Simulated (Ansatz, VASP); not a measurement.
Given: the input of a run of Ansatz 0.2.0 on Fe.

input.yaml

```yaml
crystal:
  lattice:
    - [-1.443, 1.443, 1.443]
    - [1.443, -1.443, 1.443]
    - [1.443, 1.443, -1.443]
  atoms:
    - { symbol: Fe, position: [0.0, 0.0, 0.0], spin: 1.5 }
hamiltonian:
  xc: pbe
  pseudopotentials: { kind: paw }
magnetization:
  spin_polarized: true
  initial_magnetization: 1.5
  spin_locking: { lock_magnetization: hard }
kpoints:
  mp_grid: { grid: [11, 11, 11] }
scf:
  occupations: { method: fermi_dirac, width: 0.05 }
  lower_state_search: "off"
output:
  forces: true
  stress: true
  eigenvalues: true
```

Potentials or basis: Ansatz PAW.

The run is started by

```console
$ ansatz run input.yaml --threads 2 --pin off --max-ram 5632MiB --backend cpu --events-out ev --progress --plain --runs-dir out
```

**Question.** Translate it to VASP 6.6.1. Potentials there: VASP PAW PBE potentials, release 64 (Fe_sv).

**Answer.** As run (the cutoff follows the program's own potentials):

Contents of INCAR:

```
SYSTEM = Fe
  PREC = Accurate
  ENCUT = 600
  EDIFF = 1E-6
  ISMEAR = -1
  SIGMA = 0.05
  LREAL = .FALSE.
  LASPH = .TRUE.
  NELM = 200
  ALGO = Normal
  ISIF = 2
  LWAVE = .FALSE.
  LCHARG = .FALSE.
  ISPIN = 2
  MAGMOM = 1.5
  LORBIT = 11
  NUPDOWN = 1.5
  LMAXMIX = 4
  GGA = PE
  NBANDS = 18
  GGA_COMPAT = .FALSE.
```

Contents of KPOINTS:

```
regular mesh
0
G
  11 11 11
  0 0 0
```

Contents of POSCAR:

```
Fe
1.0
   -1.4430000000      1.4430000000      1.4430000000
    1.4430000000     -1.4430000000      1.4430000000
    1.4430000000      1.4430000000     -1.4430000000
Fe
1
Direct
    0.0000000000      0.0000000000      0.0000000000
```

Potentials or basis: VASP PAW PBE potentials, release 64 (Fe_sv).

Launch:

```bash
$ cat potpaw_PBE.64/Fe_sv/POTCAR > POTCAR
$ mpirun -np 1 vasp_std > vasp.out
```

Both were run:

|  | VASP | Ansatz | Ansatz less VASP |
| --- | --- | --- | --- |
| net moment per atom (μB) | 1.50 | 1.50 | 0.000 |
| size of the moment on the site where the two differ most (μB) | 1.55 | 1.57 | +0.018 |

Site moments also hang on the region over which each program counts them.
